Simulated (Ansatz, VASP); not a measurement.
**One calculation of CaAuC4N4, two programs**

```
Ca C Au N
1.0
     6.47636    0.00000    0.00000
     0.00000    6.47636    0.00000
     0.00000    0.00000    6.47636
Ca C Au N
1 4 1 4
Direct
  0.50000 0.50000 0.50000
  0.18630 0.18630 0.18630
  0.18630 0.81370 0.81370
  0.81370 0.18630 0.81370
  0.81370 0.81370 0.18630
  0.00000 0.00000 0.00000
  0.29063 0.29063 0.29063
  0.29063 0.70937 0.70937
  0.70937 0.29063 0.70937
  0.70937 0.70937 0.29063
```

Alike in both runs: functional PBE; k mesh 4 × 4 × 4; occupations gaussian, width 0.1 eV; no spin polarisation.

Ansatz relaxed the structure, and its values are those at the end. VASP's run is a single point on that final structure, the one shown.

|  | VASP | Ansatz |
| --- | --- | --- |
| version | VASP 6.6.1 | Ansatz 0.2.0 |
| potentials or method | VASP PAW PBE potentials, release 64 (Ca_sv, C, Au, N), cutoff 520 eV | scalar-relativistic, plane waves, PAW |
| valence electrons in the cell | 57 | 65 |

VASP gave:

| Item | Value |
| --- | --- |
| pressure (GPa) | 0.3 |
| rms of the force components (eV/Å) | 0.187 |

Task: Which values does Ansatz return?

Result: Pressure (GPa): 0.0; rms of the force components (eV/Å): 0.012.

VASP's potentials hold 57 valence electrons a cell and Ansatz's 65, so a difference there can come from the potentials and not from the codes.

Neither program's run includes spin-orbit coupling. Noted on VASP's run: the standard files for N, O and F lose accuracy on very short bonds.
